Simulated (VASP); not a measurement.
Here is a VASP 6.6.1 calculation.

Contents of INCAR:

```
SYSTEM = Mo3HS6
ALGO = Normal
DIPOL = 0.5 0.5 0.476
EDIFF = 1E-6
ENCUT = 520
GGA = PS
IDIPOL = 3
ISIF = 2
ISMEAR = 0
LASPH = .TRUE.
LCHARG = .TRUE.
LDIPOL = .TRUE.
LELF = .TRUE.
LREAL = .FALSE.
LVACPOTAV = .TRUE.
LVHAR = .TRUE.
LWAVE = .FALSE.
NBANDS = 50
NELM = 80
PREC = Accurate
SIGMA = 0.1
```

KPOINTS

```
k-points
0
G
  10 5 1
  0 0 0
```

POSCAR

```
Mo3HS6
1.0
    3.1204068985      0.0000000000      0.0000000000
   -1.5602034492      6.1523257957      0.0000000000
    0.0000000000      0.0000000000     25.6597815141
S Mo H
6 3 1
Direct
    0.8927216587      0.7854433174      0.3312576919
    0.1715891272      0.3431782543      0.3824398182
    0.4248770516      0.8497541032      0.4354374436
    0.7047428115      0.4094654124      0.4861970894
    0.9628665561      0.9257405526      0.5411345583
    0.1730160878      0.3460381128      0.6172031673
    0.5321553930      0.0643107859      0.3568487551
    0.0634283179      0.1268429315      0.4560351157
    0.6028601598      0.2057221030      0.5588565878
    0.1730160878      1.0127047794      0.5976883715
```

Potentials or basis: VASP PAW PBE potentials, release 64 (S, Mo_sv, H).

Run with:

```console
$ cat potpaw_PBE.64/S/POTCAR potpaw_PBE.64/Mo_sv/POTCAR potpaw_PBE.64/H/POTCAR > POTCAR
$ mpirun -np 1 vasp_std > vasp.out
```

Question: Predict the largest force.

Answer: 3.948 eV/Å.

Question: What does it give for the band gap on the k mesh?

Answer: Zero (an odd number of electrons rules out a gap without spin polarisation).

Forces on the atoms (eV/Å):
```
S    0.042  1.541 -0.555
S   -0.052  0.737 -1.244
S   -0.016  0.201 -1.195
S    0.047  0.462 -0.609
S   -0.606 -0.723  0.377
S   -0.210 -0.343  0.136
Mo  -0.059 -2.831  2.750
Mo  -0.038  0.523  0.296
Mo   0.188  0.328  0.053
H    0.705  0.104 -0.010
```

Caveat: the PAW data sets were made with another functional, which shifts forces and pressure a little.
